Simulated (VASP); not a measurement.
# MgO (F-43m) in VASP: notebook, part 2 of 3

VASP 6.6.1. The steps go on from the part before.

## Step 3: Single point, PBE

This run uses another cell than the first one, of 11.53 Å³/atom, 0.984 times its volume.

File INCAR:

```
SYSTEM = MgO
ALGO = Normal
EDIFF = 1E-6
ENCUT = 520
GGA = PE
ISIF = 2
ISMEAR = -1
LASPH = .True.
LCHARG = .False.
LREAL = .False.
LWAVE = .False.
NBANDS = 11
NELM = 80
PREC = Accurate
SIGMA = 0.05
```

File KPOINTS:

```
k-points
0
Gamma
  10 10 10
  0 0 0
```

File POSCAR:

```
MgO
1.0
    0.0000000000      2.2590823005      2.2590823005
    2.2590823005      0.0000000000      2.2590823005
    2.2590823005      2.2590823005      0.0000000000
Mg O
1 1
Direct
    0.5000000000      0.5000000000      0.5000000000
    0.7500000000      0.7500000000      0.7500000000
```

Potentials or basis: VASP PAW PBE potentials, release 64 (Mg, O).

On the command line:

```console
cat potpaw_PBE.64/Mg/POTCAR potpaw_PBE.64/O/POTCAR > POTCAR
mpirun -np 1 vasp_std > vasp.out
```

OUTCAR:

```text
SYSTEM = MgO
   EDIFF = 1E-6
   ENCUT = 520
   GGA = PE
   ISIF = 2
   ISMEAR = -1
   LASPH = .True.
   LREAL = .False.
   NELM = 80
   PREC = Accurate

 ion  position               nearest neighbor table
   1  0.500  0.500  0.500-   2 1.96   2 1.96   2 1.96   2 1.96
   2  0.750  0.750  0.750-   1 1.96   1 1.96   1 1.96   1 1.96

  LATTYP: Found a face centered cubic cell.
 ALAT       =     4.5181646010

  Lattice vectors:

 A1 = (   0.0000000000,   2.2590823005,   2.2590823005)
 A2 = (   2.2590823005,   0.0000000000,   2.2590823005)
 A3 = (   2.2590823005,   2.2590823005,   0.0000000000)

Analysis of symmetry for initial positions (statically):
=====================================================================
 Subroutine PRICEL returns:
 Original cell was already a primitive cell.

 Routine SETGRP: Setting up the symmetry group for a
 face centered cubic supercell.

 Subroutine GETGRP returns: Found 24 space group operations
 (whereof 24 operations were pure point group operations)
 out of a pool of 48 trial point group operations.

The static configuration has the point symmetry T_d .

Analysis of symmetry for dynamics (positions and initial velocities):
=====================================================================
 Subroutine PRICEL returns:
 Original cell was already a primitive cell.

 Routine SETGRP: Setting up the symmetry group for a
 face centered cubic supercell.

 Subroutine GETGRP returns: Found 24 space group operations
 (whereof 24 operations were pure point group operations)
 out of a pool of 48 trial point group operations.

The dynamic configuration has the point symmetry T_d .

 Subroutine INISYM returns: Found 24 space group operations
 (whereof 24 operations are pure point group operations),
 and found     1 'primitive' translations

----------------------------------------------------------------------------------------

                                     Primitive cell

  volume of cell :      23.0582

[... 109 lines left out ...]
  volume/ion in A,a.u.               =      11.53        77.80
  Fermi-wavevector in a.u.,A,eV,Ry     =   1.150349  2.173844 18.004613  1.323302
  Thomas-Fermi vector in A             =   2.287013
   LORBIT       =      0    0 simple, 1 ext, 2 COOP (PROOUT), +10 PAW based schemes
   GGA     = PE    functional components
   LHFCALC =     F    Hartree Fock is set to
   AEXX    =    0.0000 exact exchange contribution
   IVDW    =     0    specifies the selected vdW correction
   LEPSILON=     F    determine dielectric tensor
   LRPA    =     F    only Hartree local field effects (RPA)
 non-spin polarized calculation
  energy-cutoff  :      520.00
  volume of cell :       23.06
 maximum number of plane-waves:       636
   NGX = 11   NGY = 11   NGZ = 11

 number of electron       8.0000006 magnetization

 Free energy of the ion-electron system (eV)
  ---------------------------------------------------
  ext. energy  EPLUGINS =         0.00000000
  ---------------------------------------------------
  free energy    TOTEN  =       -11.66818826 eV

  energy without entropy =      -11.66818826  energy(sigma->0) =      -11.66818826

 E-fermi :   2.0805     XC(G=0):  -9.8513

 val. band max:        0.9468728065   @ k =   0.0000   0.0000   0.0000
 cond. band min:       4.7630188628   @ k =   0.0000   0.0000   0.0000
 fundamental gap:      3.8161460563
 Fermi energy:         2.0804912155

 k-point     1 :       0.0000    0.0000    0.0000
  band No.  band energies     occupation
      1     -15.0423      2.00000
      2       0.9469      2.00000
      3       0.9469      2.00000
      4       0.9469      2.00000
      5       4.7630      0.00000
      6      18.0986      0.00000
      7      18.0986      0.00000
      8      18.0986      0.00000
      9      21.5567      0.00000
     10      21.5569      0.00000
     11      21.7039      0.00000
[... 309 lines left out ...]
 k-point    24 :       0.4000    0.3000    0.0000
  band No.  band energies     occupation
      1     -14.3061      2.00000
      2      -1.3817      2.00000
      3       0.2396      2.00000
      4       0.3678      2.00000
      5       7.9352      0.00000
      6      12.7796      0.00000
      7      15.1985      0.00000
      8      17.6438      0.00000
      9      18.0721      0.00000
     10      24.6883      0.00000
     11      24.9071      0.00000

 [... further k-points ...]
[... 5 lines left out ...]
  --------------------------------------------------------------------------------------
  -------------------------------------------------------------------------------------
  Total        1.1026675      1.1026675      1.1026675     -0.0000000      0.0000000      0.0000000
  in kB       76.6176786     76.6176786     76.6176786     -0.0000000      0.0000000      0.0000000
  external PRESSURE =      76.6176786 kB  Pullay stress =       0.0000000 kB

 VOLUME and BASIS-vectors are now :
 -----------------------------------------------------------------------------
  energy-cutoff  :      520.00
  volume of cell :       23.06
      direct lattice vectors                 reciprocal lattice vectors
     0.000000000  2.259082300  2.259082300    -0.221328811  0.221328811  0.221328811
     2.259082300  0.000000000  2.259082300     0.221328811 -0.221328811  0.221328811
     2.259082300  2.259082300  0.000000000     0.221328811  0.221328811 -0.221328811

 POSITION                                       TOTAL-FORCE (eV/Angst)
 -----------------------------------------------------------------------------------
      2.25908      2.25908      2.25908         0.000000     -0.000000      0.000000
      3.38862      3.38862      3.38862        -0.000000      0.000000     -0.000000
 -----------------------------------------------------------------------------------
    total drift:                               -0.000001     -0.000001     -0.000001

  FREE ENERGIE OF THE ION-ELECTRON SYSTEM (eV)
  ---------------------------------------------------
  free  energy   TOTEN  =       -11.6681882601 eV

  energy  without entropy=      -11.6681882601  energy(sigma->0) =      -11.66818826
```

OSZICAR:

```text
N       E                     dE             d eps       ncg     rms          rms(c)
DAV:   1     0.206211388377E+02    0.20621E+02   -0.42383E+03  1058   0.638E+02
DAV:   2    -0.129377732866E+02   -0.33559E+02   -0.32749E+02  1156   0.144E+02
DAV:   3    -0.138619245653E+02   -0.92415E+00   -0.92361E+00  1306   0.226E+01
DAV:   4    -0.138648508472E+02   -0.29263E-02   -0.29262E-02  1118   0.144E+00
DAV:   5    -0.138648631330E+02   -0.12286E-04   -0.12286E-04  1257   0.900E-02    0.838E+00
DAV:   6    -0.116975085865E+02    0.21674E+01   -0.13354E+01  1142   0.192E+01    0.270E+00
DAV:   7    -0.116730017209E+02    0.24507E-01   -0.99111E-02  1112   0.255E+00    0.153E+00
DAV:   8    -0.116689903117E+02    0.40114E-02   -0.44356E-02  1097   0.235E+00    0.345E-01
DAV:   9    -0.116683209414E+02    0.66937E-03   -0.63809E-04  1237   0.176E-01    0.237E-01
DAV:  10    -0.116681797326E+02    0.14121E-03   -0.17452E-03  1121   0.303E-01    0.117E-02
DAV:  11    -0.116681875301E+02   -0.77974E-05   -0.14915E-05  1211   0.266E-02    0.100E-02
DAV:  12    -0.116681882601E+02   -0.73003E-06   -0.27903E-06  1139   0.126E-02
   1 F= -.11668188E+02 E0= -.11668188E+02  d E =-.209178E-10
```

stdout:

```text
POSCAR found type information on POSCAR MgO
 POSCAR found :  2 types and       2 ions
 scaLAPACK will be used
 LDA part: xc-table for (Slater+PW92), standard interpolation
 POSCAR, INCAR and KPOINTS ok, starting setup
 FFT: planning ... GRIDC
 FFT: planning ... GRID_SOFT
 FFT: planning ... GRID
 WAVECAR not read
 entering main loop
```

Wall time 14 s (1 thread of Intel Xeon 8259CL, shared host); peak memory 0.14 GiB.

Results:

```
Free energy            : -11.6682 eV
Pressure               : 7.7 GPa
Band gap on the k mesh : 3.82 eV, direct
```

PBE gaps usually lie below the measured ones, often by a third to a half.

## Step 4: Single point, PBEsol

This run uses another cell than the first one, of 12.27 Å³/atom, 1.047 times its volume.

File INCAR:

```
  PREC = Accurate
  ENCUT = 520
  EDIFF = 1E-6
  ISMEAR = -1
  SIGMA = 0.05
  LREAL = False
  LASPH = True
  NELM = 60
  ALGO = Normal
  ISIF = 2
  LWAVE = False
  LCHARG = False
  GGA = PS
  NBANDS = 11
```

File KPOINTS:

```
Automatic mesh
0
Gamma
  10 10 10
```

File POSCAR:

```
MgO
1.0
    0.0000000000      2.3061600000      2.3061600000
    2.3061600000      0.0000000000      2.3061600000
    2.3061600000      2.3061600000      0.0000000000
Mg O
1 1
Direct
    0.5000000000      0.5000000000      0.5000000000
    0.7500000000      0.7500000000      0.7500000000
```

Potentials or basis: VASP PAW PBE potentials, release 64 (Mg, O).

On the command line:

```console
cat potpaw_PBE.64/Mg/POTCAR potpaw_PBE.64/O/POTCAR > POTCAR
mpirun -np 1 vasp_std > vasp.out
```

OUTCAR:

```text
PREC = Accurate
   ENCUT = 520
   EDIFF = 1E-6
   ISMEAR = -1
   LREAL = False
   LASPH = True
   NELM = 60
   ISIF = 2
   GGA = PS

 ion  position               nearest neighbor table
   1  0.500  0.500  0.500-   2 2.00   2 2.00   2 2.00   2 2.00
   2  0.750  0.750  0.750-   1 2.00   1 2.00   1 2.00   1 2.00

  LATTYP: Found a face centered cubic cell.
 ALAT       =     4.6123200000

  Lattice vectors:

 A1 = (   0.0000000000,   2.3061600000,   2.3061600000)
 A2 = (   2.3061600000,   0.0000000000,   2.3061600000)
 A3 = (   2.3061600000,   2.3061600000,   0.0000000000)

Analysis of symmetry for initial positions (statically):
=====================================================================
 Subroutine PRICEL returns:
 Original cell was already a primitive cell.

 Routine SETGRP: Setting up the symmetry group for a
 face centered cubic supercell.

 Subroutine GETGRP returns: Found 24 space group operations
 (whereof 24 operations were pure point group operations)
 out of a pool of 48 trial point group operations.

The static configuration has the point symmetry T_d .

Analysis of symmetry for dynamics (positions and initial velocities):
=====================================================================
 Subroutine PRICEL returns:
 Original cell was already a primitive cell.

 Routine SETGRP: Setting up the symmetry group for a
 face centered cubic supercell.

 Subroutine GETGRP returns: Found 24 space group operations
 (whereof 24 operations were pure point group operations)
 out of a pool of 48 trial point group operations.

The dynamic configuration has the point symmetry T_d .

 Subroutine INISYM returns: Found 24 space group operations
 (whereof 24 operations are pure point group operations),
 and found     1 'primitive' translations

----------------------------------------------------------------------------------------

                                     Primitive cell

  volume of cell :      24.5300

  direct lattice vectors                    reciprocal lattice vectors
     0.000000000  2.306160000  2.306160000    -0.216810629  0.216810629  0.216810629
     2.306160000  0.000000000  2.306160000     0.216810629 -0.216810629  0.216810629
     2.306160000  2.306160000  0.000000000     0.216810629  0.216810629 -0.216810629

  length of vectors
     3.261402749  3.261402749  3.261402749     0.375527025  0.375527025  0.375527025

  position of ions in fractional coordinates (direct lattice)
     0.500000000  0.500000000  0.500000000
     0.750000000  0.750000000  0.750000000

  ion indices of the primitive-cell ions
   primitive index   ion index
                 1           1
                 2           2

----------------------------------------------------------------------------------------

 KPOINTS: Automatic mesh

Automatic generation of k-mesh.
 Grid dimensions read from file:
 generate k-points for:   10   10   10

 Generating k-lattice:

  Cartesian coordinates                     Fractional coordinates (reciprocal lattice)
    -0.021681063  0.021681063  0.021681063     0.100000000  0.000000000  0.000000000
     0.021681063 -0.021681063  0.021681063     0.000000000  0.100000000  0.000000000
     0.021681063  0.021681063 -0.021681063     0.000000000  0.000000000  0.100000000

  Length of vectors
     0.037552702  0.037552702  0.037552702

  Shift w.r.t. Gamma in fractional coordinates (k-lattice)
     0.000000000  0.000000000  0.000000000

 Subroutine IBZKPT returns following result:
 ===========================================

 Found     47 irreducible k-points:

 Following reciprocal coordinates:
            Coordinates               Weight
  0.000000  0.000000  0.000000      1.000000
  0.100000  0.000000  0.000000      8.000000
  0.200000  0.000000  0.000000      8.000000
  0.300000  0.000000  0.000000      8.000000
  0.400000  0.000000  0.000000      8.000000
  0.500000  0.000000  0.000000      4.000000
[... 16 lines left out ...]
  0.300000  0.300000  0.000000      6.000000
  0.400000  0.300000  0.000000     24.000000
 [... further k-points ...]
   k-points           NKPTS =     47   k-points in BZ     NKDIM =     47   number of bands    NBANDS=     11
   number of dos      NEDOS =    301   number of ions     NIONS =      2
   total plane-waves  NPLWV =  13824
   dimension x,y,z NGX =    24 NGY =   24 NGZ =   24
   dimension x,y,z NGXF=    48 NGYF=   48 NGZF=   48
   ions per type =               1   1
   NGX,Y,Z   is equivalent  to a cutoff of  12.23, 12.23, 12.23 a.u.
   NGXF,Y,Z  is equivalent  to a cutoff of  24.47, 24.47, 24.47 a.u.
 SYSTEM =  unknown system
   PREC   = accura    normal or accurate (medium, high low for compatibility)
   ISTART =      0    job   : 0-new  1-cont  2-samecut
   ICHARG =      2    charge: 1-file 2-atom 10-const
   ISPIN  =      1    spin polarized calculation?
   LNONCOLLINEAR =      F non collinear calculations
   LSORBIT =      F    spin-orbit coupling
   LASPH  =      T    aspherical Exc in radial PAW
   ENCUT  =  520.0 eV  38.22 Ry    6.18 a.u.   6.06  6.06  6.06*2*pi/ulx,y,z
   NELM   =     60;   NELMIN=  2; NELMDL= -5     # of ELM steps
   EDIFF  = 0.1E-05   stopping-criterion for ELM
   LREAL  =      F    real-space projection
   EDIFFG = 0.1E-04   stopping-criterion for IOM
   NSW    =      0    number of steps for IOM
   IBRION =     -1    ionic relax: 0-MD 1-quasi-New 2-CG
   NFREE  =      0    steps in history (QN), initial steepest desc. (CG)
   ISIF   =      2    stress and relaxation
   ISYM   =      2    0-nonsym 1-usesym 2-fastsym
   POTIM  = 0.5000    time-step for ionic-motion
   TEBEG  =    0.0;   TEEND  =   0.0 temperature during run
   PSTRESS=    0.0 pullay stress
   NELECT =       8.0000    total number of electrons
   NUPDOWN=      -1.0000    fix difference up-down
   EMIN   =  10.00;   EMAX   =-10.00  energy-range for DOS
   EFERMI =   0.00;   METHOD = LEGACY
   ISMEAR =    -1;   SIGMA  =   0.05  broadening in eV -4-tet -1-fermi 0-gaus
   EFERMI_NEDOS =   21; number of points for ismear=-14 and -15
   IALGO  =     38    algorithm
   IMIX   =      4    mixing-type and parameters
     AMIX     =   0.40;   BMIX     =  1.00
     AMIX_MAG =   1.60;   BMIX_MAG =  1.00
  volume/ion in A,a.u.               =      12.27        82.77
  Fermi-wavevector in a.u.,A,eV,Ry     =   1.126865  2.129467 17.277028  1.269826
  Thomas-Fermi vector in A             =   2.263549
   LORBIT       =      0    0 simple, 1 ext, 2 COOP (PROOUT), +10 PAW based schemes
   GGA     = PS    functional components
   LHFCALC =     F    Hartree Fock is set to
   AEXX    =    0.0000 exact exchange contribution
   IVDW    =     0    specifies the selected vdW correction
   LEPSILON=     F    determine dielectric tensor
   LRPA    =     F    only Hartree local field effects (RPA)
 non-spin polarized calculation
  energy-cutoff  :      520.00
  volume of cell :       24.53
 maximum number of plane-waves:       678
   NGX = 13   NGY = 13   NGZ = 13

 number of electron       8.0000001 magnetization

 Free energy of the ion-electron system (eV)
  ---------------------------------------------------
  ext. energy  EPLUGINS =         0.00000000
  ---------------------------------------------------
  free energy    TOTEN  =       -12.19922618 eV

  energy without entropy =      -12.19922618  energy(sigma->0) =      -12.19922618

 E-fermi :   1.6893     XC(G=0):  -9.8178

 val. band max:        0.5005788428   @ k =   0.0000   0.0000   0.0000
 cond. band min:       3.8557244089   @ k =   0.0000   0.0000   0.0000
 fundamental gap:      3.3551455661
 Fermi energy:         1.6892709470

 k-point     1 :       0.0000    0.0000    0.0000
  band No.  band energies     occupation
      1     -15.2305      2.00000
      2       0.5006      2.00000
      3       0.5006      2.00000
      4       0.5006      2.00000
      5       3.8557      0.00000
      6      16.8621      0.00000
      7      16.8621      0.00000
      8      16.8621      0.00000
      9      20.4155      0.00000
     10      20.4156      0.00000
     11      20.4211      0.00000
[... 309 lines left out ...]
 k-point    24 :       0.4000    0.3000    0.0000
  band No.  band energies     occupation
      1     -14.5685      2.00000
      2      -1.7480      2.00000
      3      -0.1884      2.00000
      4      -0.0654      2.00000
      5       7.0947      0.00000
      6      11.8290      0.00000
      7      13.9077      0.00000
      8      16.3846      0.00000
      9      16.7762      0.00000
     10      23.0565      0.00000
     11      23.5750      0.00000

 [... further k-points ...]
[... 5 lines left out ...]
  --------------------------------------------------------------------------------------
  -------------------------------------------------------------------------------------
  Total       -0.4700701     -0.4700701     -0.4700701      0.0000000      0.0000000      0.0000000
  in kB      -30.7025847    -30.7025847    -30.7025847      0.0000000      0.0000000      0.0000000
  external PRESSURE =     -30.7025847 kB  Pullay stress =       0.0000000 kB

 VOLUME and BASIS-vectors are now :
 -----------------------------------------------------------------------------
  energy-cutoff  :      520.00
  volume of cell :       24.53
      direct lattice vectors                 reciprocal lattice vectors
     0.000000000  2.306160000  2.306160000    -0.216810629  0.216810629  0.216810629
     2.306160000  0.000000000  2.306160000     0.216810629 -0.216810629  0.216810629
     2.306160000  2.306160000  0.000000000     0.216810629  0.216810629 -0.216810629

 POSITION                                       TOTAL-FORCE (eV/Angst)
 -----------------------------------------------------------------------------------
      2.30616      2.30616      2.30616         0.000000      0.000000      0.000000
      3.45924      3.45924      3.45924        -0.000000     -0.000000     -0.000000
 -----------------------------------------------------------------------------------
    total drift:                                0.000000      0.000000      0.000000

  FREE ENERGIE OF THE ION-ELECTRON SYSTEM (eV)
  ---------------------------------------------------
  free  energy   TOTEN  =       -12.1992261817 eV

  energy  without entropy=      -12.1992261816  energy(sigma->0) =      -12.19922618
```

stdout:

```text
POSCAR found type information on POSCAR MgO
 POSCAR found :  2 types and       2 ions
 scaLAPACK will be used
 -----------------------------------------------------------------------------
|                                                                             |
|                                                                             |
|     You enforced a specific xc type in the INCAR file but a different       |
|     I HOPE YOU KNOW WHAT YOU ARE DOING!                                     |
|                                                                             |
 -----------------------------------------------------------------------------

 LDA part: xc-table for (Slater+PW92), standard interpolation
 POSCAR, INCAR and KPOINTS ok, starting setup
 FFT: planning ... GRIDC
 FFT: planning ... GRID_SOFT
 FFT: planning ... GRID
 WAVECAR not read
 entering main loop
```

Run time: 16 s. Hardware: 1 thread of Intel Xeon 8259CL, shared host; peak memory 0.14 GiB.

Results:

| Quantity | Value |
| --- | --- |
| Free energy | -12.1992 eV |
| Pressure | -3.1 GPa |
| Band gap on the k mesh | 3.36 eV, direct |

Caveat: the PAW data sets were made with another functional, which shifts forces and pressure a little. As with any semilocal functional, this PBEsol gap is likely too small.

[end of part 2 of 3]
